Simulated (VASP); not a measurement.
# BaS: phonons with PBEsol+D3(BJ)

BaS:

```
CELL_PARAMETERS angstrom
0.00000 3.19375 3.19375
3.19375 0.00000 3.19375
3.19375 3.19375 0.00000
ATOMIC_POSITIONS crystal
Ba 0.00000 0.00000 0.00000
S 0.50000 0.50000 0.50000
```

```
Program                : VASP 6.6.1
Task                   : phonons
Functional             : PBEsol
Dispersion             : D3(BJ)
Potentials or basis    : VASP PAW PBE potentials, release 64 (Ba_sv, S)
Cutoff                 : 500 eV
k mesh                 : 2 × 2 × 2
Occupations            : gaussian, width 0.01 eV
Spin                   : no spin polarisation
Dipole correction      : no
Further INCAR settings : ALGO = Normal; EDIFF = 1e-08; IBRION = 6; POTIM = 0.015; NSW = 1
```

```yaml
Highest_phonon_frequency_at_Γ_LO-TO_splitting_left_out: 0 cm⁻¹
Most_unstable_mode: 121i cm⁻¹
Dispersion_energy_per_atom: -0.300 eV
```

Phonon frequencies in cm⁻¹ (negative: imaginary):
```tsv
q point	frequencies
(0.000, 0.000, 0.000)	-121 -121 -121 0 0 0
```

Run time: 16 s on 1 thread of Intel(R) Xeon(R) Platinum 8488C (Sapphire Rapids), with other jobs on the host, peak memory 0.21 GiB.

Caveat: the k points lie up to 0.85 Å⁻¹ apart; some modes are imaginary; three body term missing.
